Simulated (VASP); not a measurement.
# KI (Fm-3m) in VASP: notebook, part 2 of 2

VASP 6.6.1. The steps go on from the part before.

### Step 3. Single point, r2SCAN

File POSCAR:

```
KI
1.0
    0.0000000000      3.5000000000      3.5000000000
    3.5000000000      0.0000000000      3.5000000000
    3.5000000000      3.5000000000      0.0000000000
K I
1 1
Direct
    0.0000000000      0.0000000000      0.0000000000
    0.5000000000      0.5000000000      0.5000000000
```

File INCAR.step1:

```
ALGO = Normal ; EDIFF = 1E-4
ENCUT = 520 ; GGA = PE
ISMEAR = -1 ; LASPH = T
LCHARG = F ; LREAL = F
LWAVE = T ; NBANDS = 15
NELM = 60 ; PREC = Accurate
SIGMA = 0.05
```

File INCAR.step2:

```
ALGO = Normal ; EDIFF = 1E-6
ENCUT = 520 ; ISIF = 2
ISMEAR = -1 ; ISTART = 1
LASPH = T ; LCHARG = F
LMIXTAU = T ; LREAL = F
LWAVE = F ; METAGGA = R2SCAN
NBANDS = 15 ; NELM = 60
PREC = Accurate ; SIGMA = 0.05
```

File KPOINTS:

```
k-points
0
Gamma
  6 6 6
```

Potentials or basis: VASP PAW PBE potentials, release 64 (K_sv, I).

Run with:

```bash
cat potpaw_PBE.64/K_sv/POTCAR potpaw_PBE.64/I/POTCAR > POTCAR
cp INCAR.step1 INCAR
mpirun -np 1 vasp_std > vasp.out
cp INCAR.step2 INCAR
mpirun -np 1 vasp_std > vasp.out
```

OUTCAR:

```text
EDIFF = 1E-6
   ENCUT = 520
   ISIF = 2
   ISMEAR = -1
   ISTART = 1
   LASPH = T
   LREAL = F
   METAGGA = R2SCAN
   NELM = 60
   PREC = Accurate

 ion  position               nearest neighbor table
   1  0.000  0.000  0.000-   2 3.50   2 3.50   2 3.50   2 3.50   2 3.50   2 3.50
   2  0.500  0.500  0.500-   1 3.50   1 3.50   1 3.50   1 3.50   1 3.50   1 3.50

  LATTYP: Found a face centered cubic cell.
 ALAT       =     7.0000000000

  Lattice vectors:

 A1 = (   0.0000000000,   3.5000000000,   3.5000000000)
 A2 = (   3.5000000000,   0.0000000000,   3.5000000000)
 A3 = (   3.5000000000,   3.5000000000,   0.0000000000)

Analysis of symmetry for initial positions (statically):
=====================================================================
 Subroutine PRICEL returns:
 Original cell was already a primitive cell.

 Routine SETGRP: Setting up the symmetry group for a
 face centered cubic supercell.

 Subroutine GETGRP returns: Found 48 space group operations
 (whereof 48 operations were pure point group operations)
 out of a pool of 48 trial point group operations.

The static configuration has the point symmetry O_h .

Analysis of symmetry for dynamics (positions and initial velocities):
=====================================================================
 Subroutine PRICEL returns:
 Original cell was already a primitive cell.

 Routine SETGRP: Setting up the symmetry group for a
 face centered cubic supercell.

 Subroutine GETGRP returns: Found 48 space group operations
 (whereof 48 operations were pure point group operations)
 out of a pool of 48 trial point group operations.

The dynamic configuration has the point symmetry O_h .

 Subroutine INISYM returns: Found 48 space group operations
 (whereof 48 operations are pure point group operations),
 and found     1 'primitive' translations

----------------------------------------------------------------------------------------

                                     Primitive cell

  volume of cell :      85.7500

  direct lattice vectors                    reciprocal lattice vectors
     0.000000000  3.500000000  3.500000000    -0.142857143  0.142857143  0.142857143
     3.500000000  0.000000000  3.500000000     0.142857143 -0.142857143  0.142857143
     3.500000000  3.500000000  0.000000000     0.142857143  0.142857143 -0.142857143

  length of vectors
     4.949747468  4.949747468  4.949747468     0.247435830  0.247435830  0.247435830

  position of ions in fractional coordinates (direct lattice)
     0.000000000  0.000000000  0.000000000
     0.500000000  0.500000000  0.500000000

  ion indices of the primitive-cell ions
   primitive index   ion index
                 1           1
                 2           2

----------------------------------------------------------------------------------------

 KPOINTS: k-points

Automatic generation of k-mesh.
 Grid dimensions read from file:
 generate k-points for:    6    6    6

 Generating k-lattice:

  Cartesian coordinates                     Fractional coordinates (reciprocal lattice)
    -0.023809524  0.023809524  0.023809524     0.166666667  0.000000000  0.000000000
     0.023809524 -0.023809524  0.023809524     0.000000000  0.166666667  0.000000000
     0.023809524  0.023809524 -0.023809524     0.000000000  0.000000000  0.166666667

  Length of vectors
[... 30 lines left out ...]
   total plane-waves  NPLWV =  64000
   dimension x,y,z NGX =    40 NGY =   40 NGZ =   40
   dimension x,y,z NGXF=    80 NGYF=   80 NGZF=   80
   ions per type =               1   1
   NGX,Y,Z   is equivalent  to a cutoff of  13.43, 13.43, 13.43 a.u.
   NGXF,Y,Z  is equivalent  to a cutoff of  26.87, 26.87, 26.87 a.u.
 SYSTEM =  unknown system
   PREC   = accura    normal or accurate (medium, high low for compatibility)
   ISTART =      1    job   : 0-new  1-cont  2-samecut
   ICHARG =      0    charge: 1-file 2-atom 10-const
   ISPIN  =      1    spin polarized calculation?
   LNONCOLLINEAR =      F non collinear calculations
   LSORBIT =      F    spin-orbit coupling
   LASPH  =      T    aspherical Exc in radial PAW
   ENCUT  =  520.0 eV  38.22 Ry    6.18 a.u.   9.20  9.20  9.20*2*pi/ulx,y,z
   NELM   =     60;   NELMIN=  2; NELMDL=  0     # of ELM steps
   EDIFF  = 0.1E-05   stopping-criterion for ELM
   LREAL  =      F    real-space projection
   EDIFFG = 0.1E-04   stopping-criterion for IOM
   NSW    =      0    number of steps for IOM
   IBRION =     -1    ionic relax: 0-MD 1-quasi-New 2-CG
   NFREE  =      0    steps in history (QN), initial steepest desc. (CG)
   ISIF   =      2    stress and relaxation
   ISYM   =      2    0-nonsym 1-usesym 2-fastsym
   POTIM  = 0.5000    time-step for ionic-motion
   TEBEG  =    0.0;   TEEND  =   0.0 temperature during run
   PSTRESS=    0.0 pullay stress
   NELECT =      16.0000    total number of electrons
   NUPDOWN=      -1.0000    fix difference up-down
   EMIN   =  10.00;   EMAX   =-10.00  energy-range for DOS
   EFERMI =   0.00;   METHOD = LEGACY
   ISMEAR =    -1;   SIGMA  =   0.05  broadening in eV -4-tet -1-fermi 0-gaus
   EFERMI_NEDOS =   21; number of points for ismear=-14 and -15
   IALGO  =     38    algorithm
   IMIX   =      4    mixing-type and parameters
     AMIX     =   0.40;   BMIX     =  1.00
     AMIX_MAG =   1.60;   BMIX_MAG =  1.00
  volume/ion in A,a.u.               =      42.88       289.33
  Fermi-wavevector in a.u.,A,eV,Ry     =   0.935485  1.767810 11.906894  0.875132
  Thomas-Fermi vector in A             =   2.062397
   LORBIT       =      0    0 simple, 1 ext, 2 COOP (PROOUT), +10 PAW based schemes
   METAGGA = R2SCAN    functional components
   LHFCALC =     F    Hartree Fock is set to
   AEXX    =    0.0000 exact exchange contribution
   IVDW    =     0    specifies the selected vdW correction
   LEPSILON=     F    determine dielectric tensor
   LRPA    =     F    only Hartree local field effects (RPA)
 non-spin polarized calculation
  energy-cutoff  :      520.00
  volume of cell :       85.75
 maximum number of plane-waves:      2332
 NGX is ok and might be reduce to    40
   NGX = 19   NGY = 19   NGZ = 19

 number of electron      15.9999999 magnetization

 Free energy of the ion-electron system (eV)
  ---------------------------------------------------
  ext. energy  EPLUGINS =         0.00000000
  ---------------------------------------------------
  free energy    TOTEN  =       -33.97823203 eV

  energy without entropy =      -33.97823203  energy(sigma->0) =      -33.97823203

 E-fermi :   0.4436     XC(G=0):  -7.6352

 val. band max:       -0.6067479752   @ k =   0.0000   0.0000   0.0000
 cond. band min:       4.0750210995   @ k =   0.0000   0.0000   0.0000
 fundamental gap:      4.6817690747
 Fermi energy:         0.4436427691

 k-point     1 :       0.0000    0.0000    0.0000
  band No.  band energies     occupation
      1     -30.2185      2.00000
      2     -12.9375      2.00000
      3     -12.9375      2.00000
      4     -12.9375      2.00000
      5     -11.4640      2.00000
      6      -0.6067      2.00000
      7      -0.6067      2.00000
      8      -0.6067      2.00000
      9       4.0750      0.00000
     10       6.4263      0.00000
     11       6.4263      0.00000
     12       6.4263      0.00000
     13       7.2961      0.00000
     14       7.2961      0.00000
[... 257 lines left out ...]
      2     -12.9881      2.00000
      3     -12.9802      2.00000
      4     -12.9652      2.00000
      5     -11.2425      2.00000
      6      -1.5355      2.00000
      7      -1.2060      2.00000
      8      -1.1785      2.00000
      9       5.5083      0.00000
     10       6.5992      0.00000
     11       7.4073      0.00000
     12       8.5970      0.00000
     13       8.7635      0.00000
     14       9.8388      0.00000
     15      10.3377      0.00000

------------------------ aborting loop because EDIFF is reached ----------------------------------------

  FORCE on cell =-STRESS in cart. coord.  units (eV):
  Direction    XX          YY          ZZ          XY          YZ          ZX
  --------------------------------------------------------------------------------------
  -------------------------------------------------------------------------------------
  Total        0.2890410      0.2890410      0.2890410     -0.0000000     -0.0000000      0.0000000
  in kB        5.4005249      5.4005249      5.4005249     -0.0000000     -0.0000000      0.0000000
  external PRESSURE =       5.4005249 kB  Pullay stress =       0.0000000 kB

 VOLUME and BASIS-vectors are now :
 -----------------------------------------------------------------------------
  energy-cutoff  :      520.00
  volume of cell :       85.75
      direct lattice vectors                 reciprocal lattice vectors
     0.000000000  3.500000000  3.500000000    -0.142857143  0.142857143  0.142857143
     3.500000000  0.000000000  3.500000000     0.142857143 -0.142857143  0.142857143
     3.500000000  3.500000000  0.000000000     0.142857143  0.142857143 -0.142857143

 POSITION                                       TOTAL-FORCE (eV/Angst)
 -----------------------------------------------------------------------------------
      0.00000      0.00000      0.00000         0.000000      0.000000      0.000000
      3.50000      3.50000      3.50000         0.000000      0.000000      0.000000
 -----------------------------------------------------------------------------------
    total drift:                                0.000000     -0.000000     -0.000000

  FREE ENERGIE OF THE ION-ELECTRON SYSTEM (eV)
  ---------------------------------------------------
  free  energy   TOTEN  =       -33.9782320347 eV

  energy  without entropy=      -33.9782320347  energy(sigma->0) =      -33.97823203
```

OUTCAR.step1:

```text
EDIFF = 1E-4
   ENCUT = 520
   GGA = PE
   ISMEAR = -1
   LASPH = T
   LREAL = F
[... 496 lines left out ...]
 -----------------------------------------------------------------------------------
      0.00000      0.00000      0.00000        -0.000000      0.000000      0.000000
      3.50000      3.50000      3.50000         0.000000     -0.000000      0.000000
 -----------------------------------------------------------------------------------
    total drift:                                0.000000     -0.000000     -0.000000

  FREE ENERGIE OF THE ION-ELECTRON SYSTEM (eV)
  ---------------------------------------------------
  free  energy   TOTEN  =        -5.5439202677 eV

  energy  without entropy=       -5.5439202676  energy(sigma->0) =       -5.54392027
```

Wall time 46 s (1 thread of Intel Xeon 6975P-C (Granite Rapids), shared host); peak memory 0.26 GiB.

What came out:

| Item | Value |
| --- | --- |
| Free energy | -33.9782 eV |
| Pressure | 0.5 GPa |
| Band gap on the k mesh | 4.68 eV, direct |

Caveat: the PAW data sets were made with another functional, which shifts forces and pressure a little; spin-orbit coupling is left out, which moves the levels of the heavy elements. r2SCAN opens gaps a little over a GGA but as a rule still falls short of measured ones.
